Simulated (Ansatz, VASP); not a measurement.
**Sn2TeS3: VASP beside Ansatz**

```
Sn Te S
1.0
     3.50884    0.00000    0.00000
     0.00000    3.50884    0.00000
     0.00000    0.00000   10.69006
Sn Te S
2 1 3
Direct
  0.00000 0.00000 0.33003
  0.00000 0.00000 0.66997
  0.00000 0.00000 0.00000
  0.50000 0.50000 0.17587
  0.50000 0.50000 0.50000
  0.50000 0.50000 0.82413
```

Change from the starting cell: species swapped into the Pr3MgAl2 type (P4/mmm, No. 123).

Alike in both runs: functional PBE; k mesh 6 × 6 × 2; occupations gaussian, width 0.1 eV; no spin polarisation.

Ansatz relaxed the structure, and its values are those at the end. VASP's run is a single point on that final structure, the one shown.

```csv
,VASP,Ansatz
version,VASP 6.6.1,Ansatz 0.2.0
potentials or method,"VASP PAW PBE potentials, release 64 (Sn_d, Te, S), cutoff 520 eV","scalar-relativistic, plane waves, PAW"
valence electrons in the cell,52,62
```

Ansatz gave:

* gap on the k mesh at the Fermi level (eV): none
* pressure (GPa): 0.0
* rms of the force components (eV/Å): 0.005

Problem. Estimate VASP's values.

Solution. gap on the k mesh at the Fermi level (eV): none; pressure (GPa): -0.1; rms of the force components (eV/Å): 0.005.

A gap of «none» marks a metal or a gap that the smearing closes. The functional is the same, so the differences come from potentials, cutoffs and numerics. VASP's potentials hold 52 valence electrons a cell and Ansatz's 62, so a difference there can come from the potentials and not from the codes.

Spin-orbit coupling is off throughout.
